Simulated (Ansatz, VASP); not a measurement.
Two plane-wave programs on Ge4MoW

```
Ge Mo W
1.0
     3.33614    0.00000    0.00000
     0.00000    3.33614    0.00000
     0.00000    0.00000    8.31527
Ge Mo W
4 1 1
Direct
  0.00000 0.00000 0.33875
  0.50000 0.50000 0.83703
  0.00000 0.00000 0.66125
  0.50000 0.50000 0.16297
  0.50000 0.50000 0.50000
  0.00000 0.00000 0.00000
```

Alike in both runs: functional PBE; k mesh 6 × 6 × 2; occupations gaussian, width 0.1 eV; no spin polarisation.

Ansatz relaxed the structure, and its values are those at the end. VASP's run is a single point on that final structure, the one shown.

```csv
,VASP,Ansatz
version,VASP 6.6.1,Ansatz 0.2.0
potentials or method,"VASP PAW PBE potentials, release 64 (Ge_d, Mo_sv, W_sv), cutoff 520 eV","scalar-relativistic, plane waves, PAW"
valence electrons in the cell,84,84
```

Ansatz gave:

```
gap on the k mesh at the Fermi level (eV) : none
pressure (GPa)                            : -0.1
```

Which values does VASP return?

gap on the k mesh at the Fermi level (eV): none; pressure (GPa): 0.2.

A gap of «none» marks a metal or a gap that the smearing closes.

The k mesh is coarse, so the values compare programs but aren't converged. Spin-orbit coupling is off throughout.
